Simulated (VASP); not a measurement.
# BaS (I4mm) in VASP: electric field gradients with PBE

Aim: the electric field gradients of BaS with PBE.

All numbers are computed with VASP 6.6.1; they aren't measurements. Logs are shortened: lines on timing, memory, paths and dates and some standing lists are left out, and cuts for length are marked.

**1. The cell of the first run**

The structure is tetragonal, space group I4mm (No. 107). The conventional cell has a = 4.517 Å, b = 4.517 Å, c = 6.388 Å, α = 90.00°, β = 90.00°, γ = 90.00°. Within 4.1 Å of Ba (site symmetry 4mm) lie 6 S at 3.11 to 3.27 Å. S (site symmetry 4mm) has 6 Ba at 3.11 to 3.27 Å within 4.1 Å.

**2. Electric field gradients, PBE (atom 1 (Ba) moved by [0.08, 0.0, 0.0] A)**

INCAR reads:

```
ALGO = Normal
EDIFF = 1E-8
ENCUT = 520
GGA = PE
ISIF = 2
ISMEAR = -1
LASPH = True
LCHARG = False
LEFG = True
LREAL = False
LWAVE = False
NBANDS = 15
NELM = 80
PREC = Accurate
SIGMA = 0.01
```

KPOINTS reads:

```
k-points
0
Gamma
  7 7 7
```

POSCAR reads:

```
BaS
1.0
    0.0000000000      3.1937500000      3.1937500000
    3.1937500000      0.0000000000      3.1937500000
    3.1937500000      3.1937500000      0.0000000000
Ba S
1 1
Direct
   -0.0125244618      0.0125244618      0.0125244618
    0.5000000000      0.5000000000      0.5000000000
```

Potentials or basis: VASP PAW PBE potentials, release 64 (Ba_sv, S).

Command:

```bash
$ cat potpaw_PBE.64/Ba_sv/POTCAR potpaw_PBE.64/S/POTCAR > POTCAR
$ mpirun -np 1 vasp_std > vasp.out
```

OUTCAR:

```text
EDIFF = 1E-8
   ENCUT = 520
   GGA = PE
   ISIF = 2
   ISMEAR = -1
   LASPH = True
   LREAL = False
   NELM = 80
   PREC = Accurate

 ion  position               nearest neighbor table
   1  0.987  0.013  0.013-   2 3.11   2 3.19   2 3.19   2 3.19   2 3.19   2 3.27
   2  0.500  0.500  0.500-   1 3.11   1 3.19   1 3.19   1 3.19   1 3.19   1 3.27

  LATTYP: Found a face centered cubic cell.
 ALAT       =     6.3875000000

  Lattice vectors:

 A1 = (   0.0000000000,   3.1937500000,   3.1937500000)
 A2 = (   3.1937500000,   0.0000000000,   3.1937500000)
 A3 = (   3.1937500000,   3.1937500000,   0.0000000000)

Analysis of symmetry for initial positions (statically):
=====================================================================
 Subroutine PRICEL returns:
 Original cell was already a primitive cell.

 Routine SETGRP: Setting up the symmetry group for a
 face centered cubic supercell.

 Subroutine GETGRP returns: Found  8 space group operations
 (whereof  8 operations were pure point group operations)
 out of a pool of 48 trial point group operations.

The static configuration has the point symmetry C_4v.

Analysis of symmetry for dynamics (positions and initial velocities):
=====================================================================
 Subroutine PRICEL returns:
 Original cell was already a primitive cell.

 Routine SETGRP: Setting up the symmetry group for a
 face centered cubic supercell.

 Subroutine GETGRP returns: Found  8 space group operations
 (whereof  8 operations were pure point group operations)
 out of a pool of 48 trial point group operations.

The dynamic configuration has the point symmetry C_4v.

 Subroutine INISYM returns: Found  8 space group operations
 (whereof  8 operations are pure point group operations),
 and found     1 'primitive' translations

----------------------------------------------------------------------------------------

                                     Primitive cell

  volume of cell :      65.1527

  direct lattice vectors                    reciprocal lattice vectors
     0.000000000  3.193750000  3.193750000    -0.156555773  0.156555773  0.156555773
     3.193750000  0.000000000  3.193750000     0.156555773 -0.156555773  0.156555773
     3.193750000  3.193750000  0.000000000     0.156555773  0.156555773 -0.156555773

  length of vectors
     4.516644565  4.516644565  4.516644565     0.271162553  0.271162553  0.271162553

  position of ions in fractional coordinates (direct lattice)
     0.987475538  0.012524462  0.012524462
     0.500000000  0.500000000  0.500000000

  ion indices of the primitive-cell ions
   primitive index   ion index
                 1           1
                 2           2

----------------------------------------------------------------------------------------

 KPOINTS: k-points

Automatic generation of k-mesh.
 Grid dimensions read from file:
 generate k-points for:    7    7    7

 Generating k-lattice:

  Cartesian coordinates                     Fractional coordinates (reciprocal lattice)
    -0.022365110  0.022365110  0.022365110     0.142857143  0.000000000  0.000000000
     0.022365110 -0.022365110  0.022365110     0.000000000  0.142857143  0.000000000
     0.022365110  0.022365110 -0.022365110     0.000000000  0.000000000  0.142857143

  Length of vectors
     0.038737508  0.038737508  0.038737508

  Shift w.r.t. Gamma in fractional coordinates (k-lattice)
     0.000000000  0.000000000  0.000000000

 Subroutine IBZKPT returns following result:
 ===========================================

 Found     40 irreducible k-points:

 Following reciprocal coordinates:
            Coordinates               Weight
  0.000000  0.000000  0.000000      1.000000
  0.142857  0.000000  0.000000      8.000000
  0.285714  0.000000  0.000000      8.000000
  0.428571  0.000000  0.000000      8.000000
  0.142857  0.142857  0.000000      4.000000
  0.000000  0.142857  0.142857      2.000000
[... 16 lines left out ...]
 -0.285714  0.285714  0.000000      8.000000
  0.000000 -0.285714  0.285714      4.000000
 [... further k-points ...]
   k-points           NKPTS =     40   k-points in BZ     NKDIM =     40   number of bands    NBANDS=     15
   number of dos      NEDOS =    301   number of ions     NIONS =      2
   total plane-waves  NPLWV =  46656
   dimension x,y,z NGX =    36 NGY =   36 NGZ =   36
   dimension x,y,z NGXF=    72 NGYF=   72 NGZF=   72
   ions per type =               1   1
   NGX,Y,Z   is equivalent  to a cutoff of  13.25, 13.25, 13.25 a.u.
   NGXF,Y,Z  is equivalent  to a cutoff of  26.50, 26.50, 26.50 a.u.
 SYSTEM =  unknown system
   PREC   = accura    normal or accurate (medium, high low for compatibility)
   ISTART =      0    job   : 0-new  1-cont  2-samecut
   ICHARG =      2    charge: 1-file 2-atom 10-const
   ISPIN  =      1    spin polarized calculation?
   LNONCOLLINEAR =      F non collinear calculations
   LSORBIT =      F    spin-orbit coupling
   LASPH  =      T    aspherical Exc in radial PAW
   ENCUT  =  520.0 eV  38.22 Ry    6.18 a.u.   8.40  8.40  8.40*2*pi/ulx,y,z
   NELM   =     80;   NELMIN=  2; NELMDL= -5     # of ELM steps
   EDIFF  = 0.1E-07   stopping-criterion for ELM
   LREAL  =      F    real-space projection
   EDIFFG = 0.1E-06   stopping-criterion for IOM
   NSW    =      0    number of steps for IOM
   IBRION =     -1    ionic relax: 0-MD 1-quasi-New 2-CG
   NFREE  =      0    steps in history (QN), initial steepest desc. (CG)
   ISIF   =      2    stress and relaxation
   ISYM   =      2    0-nonsym 1-usesym 2-fastsym
   POTIM  = 0.5000    time-step for ionic-motion
   TEBEG  =    0.0;   TEEND  =   0.0 temperature during run
   PSTRESS=    0.0 pullay stress
   NELECT =      16.0000    total number of electrons
   NUPDOWN=      -1.0000    fix difference up-down
   EMIN   =  10.00;   EMAX   =-10.00  energy-range for DOS
   EFERMI =   0.00;   METHOD = LEGACY
   ISMEAR =    -1;   SIGMA  =   0.01  broadening in eV -4-tet -1-fermi 0-gaus
   EFERMI_NEDOS =   21; number of points for ismear=-14 and -15
   IALGO  =     38    algorithm
   IMIX   =      4    mixing-type and parameters
     AMIX     =   0.40;   BMIX     =  1.00
     AMIX_MAG =   1.60;   BMIX_MAG =  1.00
  volume/ion in A,a.u.               =      32.58       219.84
  Fermi-wavevector in a.u.,A,eV,Ry     =   1.025189  1.937326 14.299891  1.051012
  Thomas-Fermi vector in A             =   2.159016
   LORBIT       =      0    0 simple, 1 ext, 2 COOP (PROOUT), +10 PAW based schemes
   GGA     = PE    functional components
[... 5 lines left out ...]
 non-spin polarized calculation
  energy-cutoff  :      520.00
  volume of cell :       65.15
 maximum number of plane-waves:      1807
 NGX is ok and might be reduce to    36
   NGX = 17   NGY = 17   NGZ = 17

 number of electron      16.0000001 magnetization

 Free energy of the ion-electron system (eV)
  ---------------------------------------------------
  ext. energy  EPLUGINS =         0.00000000
  ---------------------------------------------------
  free energy    TOTEN  =       -10.17789618 eV

  energy without entropy =      -10.17789618  energy(sigma->0) =      -10.17789618

 E-fermi :   1.6908     XC(G=0):  -8.6248

 val. band max:        1.4434429997   @ k =   0.0000   0.0000   0.0000
 cond. band min:       3.6210729164   @ k =   0.0000   0.4286   0.4286
 fundamental gap:      2.1776299167
 Fermi energy:         1.6908383911

 k-point     1 :       0.0000    0.0000    0.0000
  band No.  band energies     occupation
      1     -24.6185      2.00000
      2      -9.6867      2.00000
      3      -9.6743      2.00000
      4      -9.6743      2.00000
      5      -8.8983      2.00000
      6       1.4415      2.00000
      7       1.4415      2.00000
      8       1.4434      2.00000
      9       5.0508      0.00000
     10       5.3258      0.00000
     11       5.3377      0.00000
     12       5.3377      0.00000
     13       6.2504      0.00000
     14       6.2736      0.00000
     15      10.1781      0.00000

 k-point     2 :       0.1429    0.0000    0.0000
  band No.  band energies     occupation
      1     -24.6101      2.00000
      2     -10.0475      2.00000
      3      -9.6842      2.00000
      4      -9.6817      2.00000
      5      -8.5177      2.00000
      6       0.9292      2.00000
      7       1.1803      2.00000
      8       1.1903      2.00000
      9       5.3324      0.00000
     10       5.6211      0.00000
     11       5.6292      0.00000
     12       5.8156      0.00000
     13       6.8420      0.00000
     14       6.8657      0.00000
     15      10.9766      0.00000

 k-point     3 :       0.2857    0.0000    0.0000
  band No.  band energies     occupation
      1     -24.5912      2.00000
      2     -10.5133      2.00000
      3      -9.7004      2.00000
      4      -9.6982      2.00000
      5      -8.0106      2.00000
      6       0.1077      2.00000
      7       0.7118      2.00000
      8       0.7181      2.00000
      9       5.6818      0.00000
     10       6.4519      0.00000
     11       6.4522      0.00000
     12       7.1577      0.00000
     13       8.2461      0.00000
     14       8.2664      0.00000
     15      12.0319      0.00000

 k-point     4 :       0.4286    0.0000    0.0000
  band No.  band energies     occupation
      1     -24.5759      2.00000
      2     -10.7825      2.00000
      3      -9.7132      2.00000
      4      -9.7112      2.00000
      5      -7.7047      2.00000
      6      -0.4117      2.00000
      7       0.4075      2.00000
      8       0.4114      2.00000
      9       6.5226      0.00000
     10       7.4661      0.00000
     11       7.5161      0.00000
     12       7.5528      0.00000
     13       9.7763      0.00000
     14       9.8227      0.00000
     15      11.0747      0.00000
[... 307 lines left out ...]
 k-point    22 :       0.0000   -0.4286    0.2857
  band No.  band energies     occupation
      1     -24.5637      2.00000
      2     -10.4620      2.00000
      3      -9.9749      2.00000
      4      -9.7909      2.00000
      5      -8.1616      2.00000
      6       0.2942      2.00000
      7       0.7377      2.00000
      8       0.8057      2.00000
      9       5.0993      0.00000
     10       7.1539      0.00000
     11       8.0685      0.00000
     12       8.2926      0.00000
     13       9.0040      0.00000
     14       9.6702      0.00000
     15      10.8139      0.00000

 k-point    23 :      -0.2857    0.2857    0.0000
  band No.  band energies     occupation
      1     -24.5685      2.00000
      2     -10.5514      2.00000
      3      -9.9502      2.00000
      4      -9.7407      2.00000
      5      -7.9764      2.00000
      6      -0.0602      2.00000
      7       0.4882      2.00000
      8       0.9448      2.00000
      9       6.3131      0.00000
     10       6.4076      0.00000
     11       7.1926      0.00000
     12       7.5308      0.00000
     13       9.8736      0.00000
     14      10.3785      0.00000
     15      11.2868      0.00000

 k-point    24 :       0.0000   -0.2857    0.2857
  band No.  band energies     occupation
      1     -24.5685      2.00000
      2     -10.5499      2.00000
      3      -9.9540      2.00000
      4      -9.7391      2.00000
      5      -7.9764      2.00000
      6      -0.0600      2.00000
      7       0.4870      2.00000
      8       0.9571      2.00000
      9       6.2479      0.00000
     10       6.4173      0.00000
     11       7.1796      0.00000
     12       7.5823      0.00000
     13       9.9398      0.00000
     14      10.2963      0.00000
     15      11.2873      0.00000

 [... further k-points ...]
[... 5 lines left out ...]
  --------------------------------------------------------------------------------------
  -------------------------------------------------------------------------------------
  Total        0.6887971      0.5665292      0.5665292      0.0000000      0.0000000     -0.0000000
  in kB       16.9382744     13.9315714     13.9315714      0.0000000      0.0000000     -0.0000000
  external PRESSURE =      14.9338057 kB  Pullay stress =       0.0000000 kB

 VOLUME and BASIS-vectors are now :
 -----------------------------------------------------------------------------
  energy-cutoff  :      520.00
  volume of cell :       65.15
      direct lattice vectors                 reciprocal lattice vectors
     0.000000000  3.193750000  3.193750000    -0.156555773  0.156555773  0.156555773
     3.193750000  0.000000000  3.193750000     0.156555773 -0.156555773  0.156555773
     3.193750000  3.193750000  0.000000000     0.156555773  0.156555773 -0.156555773

 POSITION                                       TOTAL-FORCE (eV/Angst)
 -----------------------------------------------------------------------------------
      0.08000      3.19375      3.19375        -0.172965      0.000000      0.000000
      3.19375      3.19375      3.19375         0.172965      0.000000      0.000000
 -----------------------------------------------------------------------------------
    total drift:                                0.000082     -0.000000     -0.000000

  FREE ENERGIE OF THE ION-ELECTRON SYSTEM (eV)
  ---------------------------------------------------
  free  energy   TOTEN  =       -10.1778961790 eV

  energy  without entropy=      -10.1778961790  energy(sigma->0) =      -10.17789618

 Electric field gradients (V/A^2)
---------------------------------------------------------------------
 ion       V_xx      V_yy      V_zz      V_xy      V_xz      V_yz
---------------------------------------------------------------------
   1      -1.912     0.956     0.956     0.000     0.000     0.000
   2      -0.967     0.483     0.483     0.000     0.000     0.000
---------------------------------------------------------------------

 Electric field gradients after diagonalization (V/A^2)
 (convention: |V_zz| > |V_xx| > |V_yy|)
----------------------------------------------------------------------
 ion       V_xx      V_yy      V_zz     asymmetry (V_yy - V_xx)/ V_zz
----------------------------------------------------------------------
   1       0.956     0.956    -1.912       0.000
   2       0.484     0.483    -0.967       0.001
----------------------------------------------------------------------

           NMR quadrupolar parameters

 Cq : quadrupolar parameter    Cq=e*Q*V_zz/h
 eta: asymmetry parameters     (V_yy - V_xx)/ V_zz
 Q  : nuclear electric quadrupole moment in mb (millibarn)
----------------------------------------------------------------------
 ion       Cq(MHz)       eta       Q (mb)
----------------------------------------------------------------------
   1      -0.005       0.000       1.000
   2      -0.002       0.001       1.000
----------------------------------------------------------------------
```

Wall time 46 s (1 thread of Intel Xeon Platinum 8375C at 2.90GHz (Ice Lake), shared host); peak memory 0.22 GiB.

What came out:

| Property | Result |
| --- | --- |
| Free energy | -10.1779 eV |
| Pressure | 1.5 GPa |
| Largest force | 0.173 eV/Å |
| Band gap on the k mesh | 2.18 eV, indirect (least direct gap 2.32 eV) |

Forces in eV/Å, atoms in the order of the input:
```
Ba  -0.173  0.000  0.000
S    0.173  0.000  0.000
```

Stress tensor (GPa, compression positive):
```
1.69 0.00 0.00
0.00 1.39 0.00
0.00 0.00 1.39
```

Electric field gradients, principal values (V/Å²):
| atom | least | middle | greatest (by size) |
| --- | --- | --- | --- |
| 1 Ba | 0.956 | 0.956 | -1.912 |
| 2 S | 0.483 | 0.484 | -0.967 |

Caveat: the cell differs from its parent crystal (atom 1 (Ba) moved by [0.08, 0.0, 0.0] A); without QUAD_EFG the Cq values of the log hold for a quadrupole moment of 1 mb, not for the nuclei; spin-orbit coupling is left out, which moves the levels of the heavy elements. A k mesh can miss the band edges.
